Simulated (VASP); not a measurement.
# TaBr (Pm-3m) in VASP: notebook

The runs below take TaBr through relaxation of cell and atoms, single point, with PBE.

Everything below comes from runs of VASP 6.6.1. Logs are shortened: lines on timing, memory, paths and dates and some standing lists are left out, and cuts for length are marked.

## 1. The cell of the first run

It takes space group Pm-3m (No. 221, cubic). The conventional cell has a = 3.764 Å, b = 3.764 Å, c = 3.764 Å, α = 90.00°, β = 90.00°, γ = 90.00°. Within 4.3 Å of Ta (site symmetry m-3m) lie 8 Br at 3.26 Å and 6 Ta at 3.76 Å. Br (site symmetry m-3m) has 8 Ta at 3.26 Å and 6 Br at 3.76 Å within 4.3 Å.

The cell was generated, and may not be a known phase.

## 2. Relaxation of cell and atoms, PBE, collinear spin

The input, INCAR:

```
SYSTEM = TaBr
PREC = Accurate
ENCUT = 600
EDIFF = 1E-7
ISMEAR = 0
SIGMA = 0.1
LREAL = .FALSE.
LASPH = .TRUE.
NELM = 150
ALGO = Normal
ISIF = 3
LWAVE = .FALSE.
LCHARG = .FALSE.
ISPIN = 2
MAGMOM = 1 0
LORBIT = 11
LMAXMIX = 4
GGA = PE
IBRION = 2
NSW = 90
EDIFFG = -0.04
```

The input, KPOINTS:

```
regular mesh
0
G
  4 4 4
  0 0 0
```

The input, POSCAR:

```
TaBr
1.0
    3.7635387800      0.0000000000      0.0000000000
    0.0000000000      3.7635387800      0.0000000000
    0.0000000000      0.0000000000      3.7635387800
Ta Br
1 1
Direct
    0.5000000000      0.5000000000      0.5000000000
    0.0000000000      0.0000000000      0.0000000000
```

Potentials or basis: VASP PAW PBE potentials, release 64 (Ta_pv, Br).

Command:

```sh
$ cat potpaw_PBE.64/Ta_pv/POTCAR potpaw_PBE.64/Br/POTCAR > POTCAR
$ mpirun -np 1 vasp_std > vasp.out
```

OUTCAR:

```text
SYSTEM = TaBr
   PREC = Accurate
   ENCUT = 600
   EDIFF = 1E-7
   ISMEAR = 0
   LREAL = .FALSE.
   LASPH = .TRUE.
   NELM = 150
   ISIF = 3
   ISPIN = 2
   LORBIT = 11
   GGA = PE
   IBRION = 2
   NSW = 90
   EDIFFG = -0.04

 ion  position               nearest neighbor table
   1  0.500  0.500  0.500-
   2  0.000  0.000  0.000-

  LATTYP: Found a simple cubic cell.
 ALAT       =     3.7635387800

  Lattice vectors:

 A1 = (   3.7635387800,   0.0000000000,   0.0000000000)
 A2 = (   0.0000000000,   3.7635387800,   0.0000000000)
 A3 = (   0.0000000000,   0.0000000000,   3.7635387800)

Analysis of symmetry for initial positions (statically):
=====================================================================
 Subroutine PRICEL returns:
 Original cell was already a primitive cell.

 Routine SETGRP: Setting up the symmetry group for a
 simple cubic supercell.

 Subroutine GETGRP returns: Found 48 space group operations
 (whereof 48 operations were pure point group operations)
 out of a pool of 48 trial point group operations.

The static configuration has the point symmetry O_h .

Analysis of symmetry for dynamics (positions and initial velocities):
=====================================================================
 Subroutine PRICEL returns:
 Original cell was already a primitive cell.

 Routine SETGRP: Setting up the symmetry group for a
 simple cubic supercell.

 Subroutine GETGRP returns: Found 48 space group operations
 (whereof 48 operations were pure point group operations)
 out of a pool of 48 trial point group operations.

The dynamic configuration has the point symmetry O_h .

Analysis of structural, dynamic, and magnetic symmetry:
=====================================================================
 Subroutine PRICEL returns:
 Original cell was already a primitive cell.

 Routine SETGRP: Setting up the symmetry group for a
 simple cubic supercell.

 Subroutine GETGRP returns: Found 48 space group operations
 (whereof 48 operations were pure point group operations)
 out of a pool of 48 trial point group operations.

The overall configuration has the point symmetry O_h .

 Subroutine INISYM returns: Found 48 space group operations
 (whereof 48 operations are pure point group operations),
 and found     1 'primitive' translations

----------------------------------------------------------------------------------------

                                     Primitive cell

  volume of cell :      53.3076

  direct lattice vectors                    reciprocal lattice vectors
     3.763538780  0.000000000  0.000000000     0.265707372  0.000000000  0.000000000
     0.000000000  3.763538780  0.000000000     0.000000000  0.265707372  0.000000000
     0.000000000  0.000000000  3.763538780     0.000000000  0.000000000  0.265707372

  length of vectors
     3.763538780  3.763538780  3.763538780     0.265707372  0.265707372  0.265707372
[... 76 lines left out ...]
   PSTRESS=    0.0 pullay stress
   NELECT =      18.0000    total number of electrons
   NUPDOWN=      -1.0000    fix difference up-down
   EMIN   =  10.00;   EMAX   =-10.00  energy-range for DOS
   EFERMI =   0.00;   METHOD = LEGACY
   ISMEAR =     0;   SIGMA  =   0.10  broadening in eV -4-tet -1-fermi 0-gaus
   EFERMI_NEDOS =   21; number of points for ismear=-14 and -15
   IALGO  =     38    algorithm
   IMIX   =      4    mixing-type and parameters
     AMIX     =   0.40;   BMIX     =  1.00
     AMIX_MAG =   1.60;   BMIX_MAG =  1.00
  volume/ion in A,a.u.               =      26.65       179.87
  Fermi-wavevector in a.u.,A,eV,Ry     =   1.139994  2.154276 17.681948  1.299587
  Thomas-Fermi vector in A             =   2.276697
   LORBIT       =     11    0 simple, 1 ext, 2 COOP (PROOUT), +10 PAW based schemes
   GGA     = PE    functional components
   LHFCALC =     F    Hartree Fock is set to
   AEXX    =    0.0000 exact exchange contribution
   IVDW    =     0    specifies the selected vdW correction
   LEPSILON=     F    determine dielectric tensor
   LRPA    =     F    only Hartree local field effects (RPA)
 conjugate gradient relaxation of ions
 spin polarized calculation
 Gauss-broadening in eV      SIGMA  =   0.10
  energy-cutoff  :      600.00
  volume of cell :       53.31
 maximum number of plane-waves:      1800
   NGX = 15   NGY = 15   NGZ = 15

--------------------------------------- Ionic step        1  -------------------------------------------

 number of electron      17.9999993 magnetization       0.5479732

 Free energy of the ion-electron system (eV)
  ---------------------------------------------------
  ext. energy  EPLUGINS =         0.00000000
  ---------------------------------------------------
  free energy    TOTEN  =       -10.20152590 eV

  energy without entropy =      -10.19196592  energy(sigma->0) =      -10.19674591

 E-fermi :   4.0914     XC(G=0): -10.0526

 val. band max:        4.0458764644   @ k =   0.2500   0.0000   0.0000
 cond. band min:       4.1374126437   @ k =   0.2500   0.2500   0.2500
 fundamental gap:      0.0915361793
 Fermi energy:         4.0913540177

 spin component 1

 k-point     1 :       0.0000    0.0000    0.0000
  band No.  band energies     occupation
      1     -31.7845      1.00000
      2     -31.7845      1.00000
      3     -31.7845      1.00000
      4     -12.8634      1.00000
      5       0.1164      1.00000
      6       0.1164      1.00000
      7       0.1164      1.00000
      8       1.2073      1.00000
      9       2.3698      1.00000
     10       2.3698      1.00000
     11       4.8188      0.00000
[... 402 lines left out ...]
 number of electron      18.0000001 magnetization       0.0001146

 number of electron      18.0000001 magnetization      -0.0000020

 Free energy of the ion-electron system (eV)
  ---------------------------------------------------
  ext. energy  EPLUGINS =         0.00000000
  ---------------------------------------------------
  free energy    TOTEN  =       -11.50149631 eV

  energy without entropy =      -11.48850569  energy(sigma->0) =      -11.49500100

 E-fermi :   8.1137     XC(G=0): -11.8591

 val. band max:        7.7491439148   @ k =   0.2500   0.2500   0.0000
 cond. band min:       8.1641572522   @ k =   0.2500   0.2500   0.0000
 fundamental gap:      0.4150133374
 Fermi energy:         8.1137078323

 spin component 1

 k-point     1 :       0.0000    0.0000    0.0000
  band No.  band energies     occupation
      1     -27.2184      1.00000
      2     -27.2184      1.00000
      3     -27.2184      1.00000
      4     -11.4526      1.00000
      5       2.9269      1.00000
      6       2.9269      1.00000
      7       2.9269      1.00000
      8       4.7481      1.00000
      9       4.7481      1.00000
     10       6.2254      1.00000
     11       9.3579      0.00000
[... 356 lines left out ...]
  FREE ENERGIE OF THE ION-ELECTRON SYSTEM (eV)
  ---------------------------------------------------
  free  energy   TOTEN  =       -11.5014963099 eV

  energy  without entropy=      -11.4885056941  energy(sigma->0) =      -11.49500100

 reached required accuracy - stopping structural energy minimisation

 total charge

# of ion       s       p       d       tot
------------------------------------------
    1        0.291   6.065   2.381   8.736
    2        1.649   3.043   0.158   4.849
--------------------------------------------------
tot          1.939   9.107   2.539  13.586

 magnetization (x)

# of ion       s       p       d       tot
------------------------------------------
    1       -0.000  -0.000  -0.000  -0.000
    2        0.000   0.000   0.000   0.000
--------------------------------------------------
tot          0.000   0.000  -0.000  -0.000
```

OSZICAR:

```text
N       E                     dE             d eps       ncg     rms          rms(c)
DAV:   1     0.106063199194E+03    0.10606E+03   -0.97655E+03   560   0.126E+03
[... 32 lines left out ...]
DAV:   3    -0.115011416026E+02    0.46328E-01   -0.12854E-01   662   0.294E+00    0.732E-01
DAV:   4    -0.115010808981E+02    0.60705E-04   -0.24088E-03   642   0.431E-01    0.702E-01
DAV:   5    -0.115014869187E+02   -0.40602E-03   -0.66005E-04   650   0.222E-01    0.810E-02
DAV:   6    -0.115014956323E+02   -0.87136E-05   -0.27071E-05   704   0.402E-02    0.234E-02
DAV:   7    -0.115014959978E+02   -0.36549E-06   -0.68356E-07   620   0.843E-03    0.100E-02
DAV:   8    -0.115014962635E+02   -0.26571E-06   -0.14493E-07   536   0.443E-03    0.138E-03
DAV:   9    -0.115014963099E+02   -0.46382E-07   -0.12580E-08   286   0.103E-03
   3 F= -.11501496E+02 E0= -.11495001E+02  d E =-.129997E+01  mag=    -0.0000
```

Run time: 29 s. Hardware: 1 thread of Intel Xeon 6975P-C (Granite Rapids), shared host; peak memory 0.19 GiB.

Results:

```
Free energy                                           : -11.5015 eV
Relaxed volume                                        : 18.31 Å³/atom
Relaxed cell                                          : a = 3.321 Å, b = 3.321 Å, c = 3.321 Å, α = 90.00°, β = 90.00°, γ = 90.00°
Space group after relaxing (to 0.1 Å)                 : Pm-3m (No. 221)
Energy gained by relaxing                             : 650.0 meV/atom
Ionic steps                                           : 3
Pressure after relaxing                               : -0.3 GPa
Band gap on the k mesh                                : zero (filled and empty bands overlap)
Net moment                                            : 0.00 μB per cell
Valence electrons inside the program's atomic spheres : Ta 8.74; Br 4.85
```

The path:
```
step  energy change (eV)  largest force (eV/Å)  pressure (GPa)  volume (Å³)
   1              0.0000                0.0000          -16.56        53.31
   2             -1.2626                0.0000            7.05        34.75
   3             -1.3000                0.0000           -0.26        36.62
```

Final structure:
```
CELL_PARAMETERS angstrom
3.32092 0.00000 0.00000
0.00000 3.32092 0.00000
0.00000 0.00000 3.32092
ATOMIC_POSITIONS crystal
Ta 0.50000 0.50000 0.50000
Br 0.00000 0.00000 0.00000
```

Levels at points of the mesh, in eV from the Fermi level:
Spin up:
```tsv
k point	band 5	band 6	band 7	band 8	band 9	band 10	band 11	band 12	band 13	band 14
(0.00, 0.00, 0.00)	-5.19	-5.19	-5.19	-3.37	-3.37	-1.89	1.24	1.24	1.24	8.23
(0.50, 0.00, 0.00)	-10.18	-5.72	-5.72	-2.29	1.70	1.90	2.51	2.69	2.69	3.94
(0.50, 0.50, 0.00)	-8.14	-8.14	-4.31	-3.81	-0.73	-0.63	-0.63	3.13	3.73	7.64
(0.50, 0.50, 0.50)	-8.78	-8.78	-8.78	1.42	1.42	1.42	3.27	3.27	3.52	3.52
```
Spin down:
```tsv
k point	band 6	band 7	band 8	band 9	band 10	band 11	band 12	band 13
(0.00, 0.00, 0.00)	-5.19	-5.19	-3.37	-3.37	-1.89	1.24	1.24	1.24
(0.50, 0.00, 0.00)	-5.72	-5.72	-2.29	1.70	1.90	2.51	2.69	2.69
(0.50, 0.50, 0.00)	-8.14	-4.31	-3.81	-0.73	-0.63	-0.63	3.13	3.73
(0.50, 0.50, 0.50)	-8.78	-8.78	1.42	1.42	1.42	3.27	3.27	3.52
```

Caveat: the k points lie up to 0.47 Å⁻¹ apart in the final cell, too coarse for converged energies and pressures of a metal; the volume moved by over 15 % at a fixed basis, so the end points are rough; spin-orbit coupling is left out, which moves the levels of the heavy elements.

## 3. Single point, PBE

This run uses another cell than the first one, of 17.86 Å³/atom.

The input, INCAR:

```
SYSTEM = TaBr
ALGO = Normal
EDIFF = 1E-6
ENCUT = 520
GGA = PE
ISIF = 2
ISMEAR = 0
LASPH = .True.
LCHARG = .False.
LREAL = .False.
LWAVE = .False.
NBANDS = 16
NELM = 80
PREC = Accurate
SIGMA = 0.1
```

The input, KPOINTS:

```
k-points
0
Gamma
  16 16 16
  0 0 0
```

The input, POSCAR:

```
TaBr
1.0
    3.2936350967      0.0000000000      0.0000000000
    0.0000000000      3.2936350967      0.0000000000
    0.0000000000      0.0000000000      3.2936350967
Ta Br
1 1
Direct
    0.5000000000      0.5000000000      0.5000000000
    0.0000000000      0.0000000000      0.0000000000
```

Potentials or basis: VASP PAW PBE potentials, release 64 (Ta_pv, Br).

Command:

```sh
$ cat potpaw_PBE.64/Ta_pv/POTCAR potpaw_PBE.64/Br/POTCAR > POTCAR
$ mpirun -np 1 vasp_std > vasp.out
```

It took 16 s on 1 thread of Intel Xeon 6975P-C (Granite Rapids), shared host; peak memory 0.21 GiB.

Results (log left out):

| Property | Result |
| --- | --- |
| Free energy | -11.3675 eV |
| Pressure | 0.1 GPa |
| Band gap on the k mesh | zero (bands 9 and 10 overlap by 3.55 eV) |

Levels at points of the mesh, in eV from the Fermi level:
| k point | band 7 | band 8 | band 9 | band 10 | band 11 | band 12 |
| --- | --- | --- | --- | --- | --- | --- |
| (0.00, 0.00, 0.00) | -5.07 | -3.29 | -3.29 | -1.55 | 1.51 | 1.51 |
| (0.50, 0.00, 0.00) | -5.64 | -2.17 | 1.99 | 2.21 | 2.82 | 3.03 |
| (0.50, 0.50, 0.00) | -4.16 | -3.71 | -0.51 | -0.45 | -0.45 | 3.49 |
| (0.50, 0.50, 0.50) | -8.79 | 1.62 | 1.62 | 1.62 | 3.64 | 3.64 |

Caveat: spin-orbit coupling is left out, which moves the levels of the heavy elements.

## 4. Relaxation of cell and atoms, PBE

This run uses another cell than the first one, of 17.76 Å³/atom.

The input, INCAR:

```
SYSTEM = TaBr
  PREC = Accurate
  ENCUT = 600
  EDIFF = 1E-6
  ISMEAR = 0
  SIGMA = 0.1
  LREAL = .False.
  LASPH = .True.
  NELM = 80
  ALGO = Normal
  ISIF = 3
  LWAVE = .False.
  LCHARG = .False.
  GGA = PE
  IBRION = 2
  NSW = 100
  EDIFFG = -0.01
```

The input, KPOINTS:

```
Automatic mesh
0
Gamma
  16 16 16
  0 0 0
```

The input, POSCAR:

```
TaBr
1.0
    3.2873143771      0.0000000000      0.0000000000
    0.0000000000      3.2873143771      0.0000000000
    0.0000000000      0.0000000000      3.2873143771
Ta Br
1 1
Direct
    0.5000000000      0.5000000000      0.5000000000
    0.0000000000      0.0000000000      0.0000000000
```

Command:

```sh
$ cat potpaw_PBE.64/Ta_pv/POTCAR potpaw_PBE.64/Br/POTCAR > POTCAR
$ mpirun -np 1 vasp_std > vasp.out
```

Run time: 59 s. Hardware: 1 thread of Intel Xeon 6975P-C (Granite Rapids), shared host; peak memory 0.24 GiB.

It converged, with:

* Free energy: -11.3681 eV
* Relaxed volume: 17.88 Å³/atom
* Relaxed cell: a = 3.295 Å, b = 3.295 Å, c = 3.295 Å, α = 90.00°, β = 90.00°, γ = 90.00°
* Space group after relaxing (to 0.1 Å): Pm-3m (No. 221)
* Energy gained by relaxing: 0.3 meV/atom
* Ionic steps: 3
* Pressure after relaxing: 0.0 GPa
* Band gap on the k mesh: zero (bands 9 and 10 overlap by 3.55 eV)

The path:
```tsv
step	energy change (eV)	largest force (eV/Å)	pressure (GPa)	volume (Å³)
1	0.0000	0.0000	0.78	35.52
2	-0.0002	0.0000	-0.59	35.97
3	-0.0006	0.0000	0.01	35.77
```

Final structure:
```xyz
2
Lattice="3.2948 0.0000 0.0000 0.0000 3.2948 0.0000 0.0000 0.0000 3.2948" Properties=species:S:1:pos:R:3 pbc="T T T"
Ta    1.6474    1.6474    1.6474
Br    0.0000    0.0000    0.0000
```

Levels at points of the mesh, in eV from the Fermi level:
| k point | band 7 | band 8 | band 9 | band 10 | band 11 | band 12 |
| --- | --- | --- | --- | --- | --- | --- |
| (0.00, 0.00, 0.00) | -5.06 | -3.28 | -3.28 | -1.56 | 1.51 | 1.51 |
| (0.50, 0.00, 0.00) | -5.63 | -2.16 | 1.99 | 2.21 | 2.81 | 3.03 |
| (0.50, 0.50, 0.00) | -4.16 | -3.70 | -0.51 | -0.45 | -0.45 | 3.48 |
| (0.50, 0.50, 0.50) | -8.79 | 1.62 | 1.62 | 1.62 | 3.63 | 3.63 |

Caveat: spin-orbit coupling is left out, which moves the levels of the heavy elements.

## 5. The runs side by side

```csv
task,spin,cell,k mesh,cutoff (eV),gap on the mesh (eV),pressure (GPa),relaxed volume (Å³/atom)
relaxation of cell and atoms,collinear,"relaxed from a = 3.764 Å, 2 atoms",4 × 4 × 4,600,none,-0.3,18.31
single point,off,"a = 3.294 Å, 2 atoms",16 × 16 × 16,520,none,0.1,-
relaxation of cell and atoms,off,"relaxed from a = 3.287 Å, 2 atoms",16 × 16 × 16,600,none,0.0,17.88
```

Alike in all rows: level PBE; potentials or basis VASP PAW PBE potentials, release 64 (Ta_pv, Br); smearing gaussian 0.1 eV.

Caveats: some runs use coarse meshes; spin-orbit coupling is left out, which moves the levels of the heavy elements; the volume moved by over 15 % at a fixed basis, so the end points are rough (at least some runs).

Total energies depend on the potentials used, so only differences within one code and one set of settings carry meaning.

The gap in the log of VASP goes by the Fermi energy; the results here count the filled bands.